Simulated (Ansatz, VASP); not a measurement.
**Two plane-wave programs on V**

```xyz
1
Lattice="-1.4820 1.4820 1.4820 1.4820 -1.4820 1.4820 1.4820 1.4820 -1.4820" Properties=species:S:1:pos:R:3 pbc="T T T"
V     0.0000    0.0000    0.0000
```

Alike in both runs: task single point; functional LDA; k mesh 22 × 22 × 22; occupations gaussian, width 0.05 eV; no spin polarisation.

```csv
,VASP,Ansatz
version,VASP 6.6.1,Ansatz 0.2.0
potentials or method,"VASP PAW LDA potentials, release 64 (V_sv), cutoff 500 eV","scalar-relativistic, plane waves, PAW"
valence electrons in the cell,13,13
```

|  | VASP | Ansatz | Ansatz less VASP |
| --- | --- | --- | --- |
| gap on the k mesh at the Fermi level (eV) | none | none | - |
| pressure (GPa) | -7.4 | -7.7 | -0.28 |

LDA's correlation is that of Perdew and Zunger in VASP and of Perdew and Wang (1992) in Ansatz. A gap of «none» marks a metal or a gap that the smearing closes.
